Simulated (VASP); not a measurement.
# LiTlTe2 (P-4m2) in VASP: single point with PBEsol

Aim: the single point of LiTlTe2 with PBEsol.

Program: VASP 6.6.1. These are calculated values, not measurements. Logs are shortened: lines on timing, memory, paths and dates and some standing lists are left out, and cuts for length are marked.

## Step 1: The cell of the first run

The structure is tetragonal, space group P-4m2 (No. 115). The conventional cell has a = 4.598 Å, b = 4.598 Å, c = 6.473 Å, α = 90.00°, β = 90.00°, γ = 90.00°. Within 3.6 Å of Li (site symmetry -4m2) lie 4 Te at 2.74 Å. Within 3.6 Å of Te (site symmetry 2mm) lie 2 Li at 2.74 Å and 2 Tl at 2.88 Å. Within 3.8 Å of Tl (site symmetry -4m2) lie 4 Te at 2.88 Å.

## Step 2: Single point, PBEsol

Input file INCAR:

```
PREC = Accurate
ENCUT = 520
EDIFF = 1E-6
ISMEAR = 0
SIGMA = 0.01
LREAL = False
LASPH = True
NELM = 100
ALGO = Normal
ISIF = 2
LWAVE = False
LCHARG = False
GGA = PS
NBANDS = 22
```

Input file KPOINTS:

```
Automatic mesh
0
Gamma
  4 4 4
```

Input file POSCAR:

```
LiTlTe2
1.0
    4.5980007822      0.0000000000      0.0000000000
    0.0000000000      4.5980007822      0.0000000000
    0.0000000000      0.0000000000      6.4734597936
Li Te Tl
1 2 1
Direct
    0.0000000000      0.0000000000      0.0000000000
    0.0000000000      0.5000000000      0.2309160927
    0.5000000000      0.0000000000      0.7690839073
    0.5000000000      0.5000000000      0.5000000000
```

Potentials or basis: VASP PAW PBE potentials, release 64 (Li_sv, Te, Tl_d).

Run with:

```sh
$ cat potpaw_PBE.64/Li_sv/POTCAR potpaw_PBE.64/Te/POTCAR potpaw_PBE.64/Tl_d/POTCAR > POTCAR
$ mpirun -np 1 vasp_std > vasp.out
```

OUTCAR:

```text
PREC = Accurate
   ENCUT = 520
   EDIFF = 1E-6
   ISMEAR = 0
   LREAL = False
   LASPH = True
   NELM = 100
   ISIF = 2
   GGA = PS

 ion  position               nearest neighbor table
   1  0.000  0.000  0.000-   2 2.74   3 2.74   2 2.74   3 2.74
   2  0.000  0.500  0.231-   1 2.74   1 2.74   4 2.88   4 2.88
   3  0.500  0.000  0.769-   1 2.74   1 2.74   4 2.88   4 2.88
   4  0.500  0.500  0.500-   2 2.88   3 2.88   3 2.88   2 2.88

  LATTYP: Found a simple tetragonal cell.
 ALAT       =     4.5980007822
 C/A-ratio  =     1.4078857530

  Lattice vectors:

 A1 = (   4.5980007822,   0.0000000000,   0.0000000000)
 A2 = (   0.0000000000,   4.5980007822,   0.0000000000)
 A3 = (   0.0000000000,   0.0000000000,   6.4734597936)

Analysis of symmetry for initial positions (statically):
=====================================================================
 Subroutine PRICEL returns:
 Original cell was already a primitive cell.

 Routine SETGRP: Setting up the symmetry group for a
 simple tetragonal supercell.

 Subroutine GETGRP returns: Found  8 space group operations
 (whereof  8 operations were pure point group operations)
 out of a pool of 16 trial point group operations.

The static configuration has the point symmetry D_2d.

Analysis of symmetry for dynamics (positions and initial velocities):
=====================================================================
 Subroutine PRICEL returns:
 Original cell was already a primitive cell.

 Routine SETGRP: Setting up the symmetry group for a
 simple tetragonal supercell.

 Subroutine GETGRP returns: Found  8 space group operations
 (whereof  8 operations were pure point group operations)
 out of a pool of 16 trial point group operations.

The dynamic configuration has the point symmetry D_2d.

 Subroutine INISYM returns: Found  8 space group operations
 (whereof  8 operations are pure point group operations),
 and found     1 'primitive' translations

----------------------------------------------------------------------------------------

                                     Primitive cell

  volume of cell :     136.8594

  direct lattice vectors                    reciprocal lattice vectors
     4.598000782  0.000000000  0.000000000     0.217485826  0.000000000  0.000000000
     0.000000000  4.598000782  0.000000000     0.000000000  0.217485826  0.000000000
     0.000000000  0.000000000  6.473459794     0.000000000  0.000000000  0.154476900

  length of vectors
     4.598000782  4.598000782  6.473459794     0.217485826  0.217485826  0.154476900

  position of ions in fractional coordinates (direct lattice)
     0.000000000  0.000000000  0.000000000
     0.000000000  0.500000000  0.230916093
     0.500000000  0.000000000  0.769083907
     0.500000000  0.500000000  0.500000000

  ion indices of the primitive-cell ions
   primitive index   ion index
                 1           1
                 2           2
                 3           3
                 4           4

----------------------------------------------------------------------------------------

 KPOINTS: Automatic mesh

Automatic generation of k-mesh.
 Grid dimensions read from file:
 generate k-points for:    4    4    4

 Generating k-lattice:

  Cartesian coordinates                     Fractional coordinates (reciprocal lattice)
     0.054371457  0.000000000  0.000000000     0.250000000  0.000000000  0.000000000
     0.000000000  0.054371457  0.000000000     0.000000000  0.250000000  0.000000000
     0.000000000  0.000000000  0.038619225     0.000000000  0.000000000  0.250000000

  Length of vectors
     0.054371457  0.054371457  0.038619225

  Shift w.r.t. Gamma in fractional coordinates (k-lattice)
     0.000000000  0.000000000  0.000000000

 Subroutine IBZKPT returns following result:
 ===========================================

 Found     18 irreducible k-points:

 Following reciprocal coordinates:
            Coordinates               Weight
  0.000000  0.000000  0.000000      1.000000
  0.250000  0.000000  0.000000      4.000000
  0.500000  0.000000  0.000000      2.000000
  0.250000  0.250000  0.000000      4.000000
  0.500000  0.250000  0.000000      4.000000
  0.500000  0.500000  0.000000      1.000000
[... 10 lines left out ...]
  0.500000  0.250000  0.500000      4.000000
  0.500000  0.500000  0.500000      1.000000
   k-points           NKPTS =     18   k-points in BZ     NKDIM =     18   number of bands    NBANDS=     22
   number of dos      NEDOS =    301   number of ions     NIONS =      4
   total plane-waves  NPLWV =  62208
   dimension x,y,z NGX =    36 NGY =   36 NGZ =   48
   dimension x,y,z NGXF=    72 NGYF=   72 NGZF=   96
   ions per type =               1   2   1
   NGX,Y,Z   is equivalent  to a cutoff of  13.02, 13.02, 12.33 a.u.
   NGXF,Y,Z  is equivalent  to a cutoff of  26.03, 26.03, 24.65 a.u.
 SYSTEM =  unknown system
   PREC   = accura    normal or accurate (medium, high low for compatibility)
   ISTART =      0    job   : 0-new  1-cont  2-samecut
   ICHARG =      2    charge: 1-file 2-atom 10-const
   ISPIN  =      1    spin polarized calculation?
   LNONCOLLINEAR =      F non collinear calculations
   LSORBIT =      F    spin-orbit coupling
   LASPH  =      T    aspherical Exc in radial PAW
   ENCUT  =  520.0 eV  38.22 Ry    6.18 a.u.   8.55  8.55 12.04*2*pi/ulx,y,z
   NELM   =    100;   NELMIN=  2; NELMDL= -5     # of ELM steps
   EDIFF  = 0.1E-05   stopping-criterion for ELM
   LREAL  =      F    real-space projection
   EDIFFG = 0.1E-04   stopping-criterion for IOM
   NSW    =      0    number of steps for IOM
   IBRION =     -1    ionic relax: 0-MD 1-quasi-New 2-CG
   NFREE  =      0    steps in history (QN), initial steepest desc. (CG)
   ISIF   =      2    stress and relaxation
   ISYM   =      2    0-nonsym 1-usesym 2-fastsym
   POTIM  = 0.5000    time-step for ionic-motion
   TEBEG  =    0.0;   TEEND  =   0.0 temperature during run
   PSTRESS=    0.0 pullay stress
   NELECT =      28.0000    total number of electrons
   NUPDOWN=      -1.0000    fix difference up-down
   EMIN   =  10.00;   EMAX   =-10.00  energy-range for DOS
   EFERMI =   0.00;   METHOD = LEGACY
   ISMEAR =     0;   SIGMA  =   0.01  broadening in eV -4-tet -1-fermi 0-gaus
   EFERMI_NEDOS =   21; number of points for ismear=-14 and -15
   IALGO  =     38    algorithm
   IMIX   =      4    mixing-type and parameters
     AMIX     =   0.40;   BMIX     =  1.00
     AMIX_MAG =   1.60;   BMIX_MAG =  1.00
  volume/ion in A,a.u.               =      34.21       230.89
  Fermi-wavevector in a.u.,A,eV,Ry     =   0.964649  1.822922 12.660871  0.930548
  Thomas-Fermi vector in A             =   2.094298
   LORBIT       =      0    0 simple, 1 ext, 2 COOP (PROOUT), +10 PAW based schemes
   GGA     = PS    functional components
   LHFCALC =     F    Hartree Fock is set to
   AEXX    =    0.0000 exact exchange contribution
   IVDW    =     0    specifies the selected vdW correction
   LEPSILON=     F    determine dielectric tensor
   LRPA    =     F    only Hartree local field effects (RPA)
 non-spin polarized calculation
 Gauss-broadening in eV      SIGMA  =   0.01
  energy-cutoff  :      520.00
  volume of cell :      136.86
 maximum number of plane-waves:      3700
 NGX is ok and might be reduce to    36
   NGX = 17   NGY = 17   NGZ = 25

 number of electron      28.0000006 magnetization

 Free energy of the ion-electron system (eV)
  ---------------------------------------------------
  ext. energy  EPLUGINS =         0.00000000
  ---------------------------------------------------
  free energy    TOTEN  =       -13.16281547 eV

  energy without entropy =      -13.16281547  energy(sigma->0) =      -13.16281547

 E-fermi :   2.7194     XC(G=0):  -8.1915

 val. band max:        2.6775659595   @ k =   0.0000   0.0000   0.0000
 cond. band min:       2.7634210061   @ k =   0.0000   0.0000   0.0000
 fundamental gap:      0.0858550466
 Fermi energy:         2.7194054445

 k-point     1 :       0.0000    0.0000    0.0000
  band No.  band energies     occupation
      1     -41.8534      2.00000
      2      -8.7615      2.00000
      3      -8.4154      2.00000
      4      -8.4154      2.00000
      5      -8.3685      2.00000
      6      -8.2718      2.00000
[... 14 lines left out ...]
     21      10.0880      0.00000
     22      11.7858      0.00000

 k-point     2 :       0.2500    0.0000    0.0000
  band No.  band energies     occupation
      1     -41.8533      2.00000
      2      -8.7676      2.00000
      3      -8.6107      2.00000
      4      -8.4134      2.00000
      5      -8.3289      2.00000
      6      -8.2685      2.00000
[... 14 lines left out ...]
     21      10.2928      0.00000
     22      10.3235      0.00000

 k-point     3 :       0.5000    0.0000    0.0000
  band No.  band energies     occupation
      1     -41.8533      2.00000
      2      -8.7977      2.00000
      3      -8.6497      2.00000
      4      -8.4113      2.00000
      5      -8.3217      2.00000
      6      -8.2779      2.00000
[... 14 lines left out ...]
     21       9.2472      0.00000
     22       9.8248      0.00000

 k-point     4 :       0.2500    0.2500    0.0000
  band No.  band energies     occupation
      1     -41.8533      2.00000
      2      -8.7624      2.00000
      3      -8.6892      2.00000
      4      -8.3916      2.00000
      5      -8.3201      2.00000
      6      -8.2793      2.00000
[... 14 lines left out ...]
     21       9.2215      0.00000
     22       9.5139      0.00000

 k-point     5 :       0.5000    0.2500    0.0000
  band No.  band energies     occupation
      1     -41.8533      2.00000
      2      -8.7856      2.00000
      3      -8.7172      2.00000
      4      -8.3725      2.00000
      5      -8.3125      2.00000
      6      -8.2898      2.00000
[... 267 lines left out ...]
 k-point    16 :       0.2500    0.2500    0.5000
  band No.  band energies     occupation
      1     -41.8533      2.00000
      2      -8.7881      2.00000
      3      -8.6702      2.00000
      4      -8.3922      2.00000
      5      -8.3159      2.00000
      6      -8.2791      2.00000
[... 14 lines left out ...]
     21       8.9740      0.00000
     22       9.7440      0.00000

 k-point    17 :       0.5000    0.2500    0.5000
  band No.  band energies     occupation
      1     -41.8533      2.00000
      2      -8.7934      2.00000
      3      -8.7207      2.00000
      4      -8.3729      2.00000
      5      -8.3092      2.00000
      6      -8.2896      2.00000
[... 14 lines left out ...]
     21       9.6602      0.00000
     22      10.4103      0.00000

 k-point    18 :       0.5000    0.5000    0.5000
  band No.  band energies     occupation
      1     -41.8533      2.00000
      2      -8.7808      2.00000
      3      -8.7808      2.00000
      4      -8.3350      2.00000
      5      -8.3035      2.00000
      6      -8.3011      2.00000
[... 14 lines left out ...]
     21       9.2287      0.00000
     22      10.0713      0.00000

------------------------ aborting loop because EDIFF is reached ----------------------------------------

  FORCE on cell =-STRESS in cart. coord.  units (eV):
  Direction    XX          YY          ZZ          XY          YZ          ZX
  --------------------------------------------------------------------------------------
  -------------------------------------------------------------------------------------
  Total       -0.5077044     -0.5077044     -0.7519545      0.0000000      0.0000000      0.0000000
  in kB       -5.9435643     -5.9435643     -8.8029373      0.0000000      0.0000000      0.0000000
  external PRESSURE =      -6.8966886 kB  Pullay stress =       0.0000000 kB

 VOLUME and BASIS-vectors are now :
 -----------------------------------------------------------------------------
  energy-cutoff  :      520.00
  volume of cell :      136.86
      direct lattice vectors                 reciprocal lattice vectors
     4.598000782  0.000000000  0.000000000     0.217485826  0.000000000  0.000000000
     0.000000000  4.598000782  0.000000000     0.000000000  0.217485826  0.000000000
     0.000000000  0.000000000  6.473459794     0.000000000  0.000000000  0.154476900

 POSITION                                       TOTAL-FORCE (eV/Angst)
 -----------------------------------------------------------------------------------
      0.00000      0.00000      0.00000         0.000000      0.000000      0.000000
      0.00000      2.29900      1.49483         0.000000      0.000000     -0.001389
      2.29900      0.00000      4.97863         0.000000      0.000000      0.001389
      2.29900      2.29900      3.23673         0.000000     -0.000000      0.000000
 -----------------------------------------------------------------------------------
    total drift:                                0.000000      0.000000      0.000000

  FREE ENERGIE OF THE ION-ELECTRON SYSTEM (eV)
  ---------------------------------------------------
  free  energy   TOTEN  =       -13.1628154747 eV

  energy  without entropy=      -13.1628154747  energy(sigma->0) =      -13.16281547
```

Wall time 36 s (1 thread of AMD EPYC 9R14 (Zen 4), shared host); peak memory 0.22 GiB.

Results:

* Free energy: -13.1628 eV
* Band gap on the k mesh: 0.09 eV, direct

Levels at points of the mesh, in eV from the valence-band top:
| k point | band 10 | band 11 | band 12 | band 13 | band 14 | band 15 | band 16 | band 17 | band 18 | band 19 |
| --- | --- | --- | --- | --- | --- | --- | --- | --- | --- | --- |
| (0.00, 0.00, 0.00) | -1.70 | -1.70 | -0.24 | 0.00 | 0.00 | 0.09 | 2.54 | 4.12 | 4.39 | 4.39 |
| (0.50, 0.00, 0.00) | -2.21 | -2.12 | -1.78 | -1.03 | -0.44 | 1.60 | 4.38 | 4.83 | 5.00 | 5.26 |
| (0.50, 0.50, 0.00) | -2.15 | -2.14 | -1.72 | -1.72 | -1.08 | 0.75 | 2.57 | 2.57 | 5.00 | 8.00 |
| (0.00, 0.00, 0.50) | -1.51 | -1.24 | -1.24 | -0.74 | -0.74 | 1.43 | 2.65 | 4.15 | 5.36 | 5.50 |
| (0.50, 0.00, 0.50) | -2.99 | -0.97 | -0.96 | -0.54 | -0.43 | 0.16 | 4.06 | 4.35 | 4.86 | 5.40 |
| (0.50, 0.50, 0.50) | -2.82 | -2.02 | -2.02 | -1.82 | -1.55 | 2.39 | 4.49 | 4.49 | 5.63 | 5.69 |

Caveat: the cutoff is under 1.25 times the usual one of these potentials, so pressure, stress and relaxed cells hold a basis-set (Pulay) error; the PAW data sets were made with another functional, which shifts forces and pressure a little; spin-orbit coupling is left out, which moves the levels of the heavy elements. A k mesh can miss the band edges.
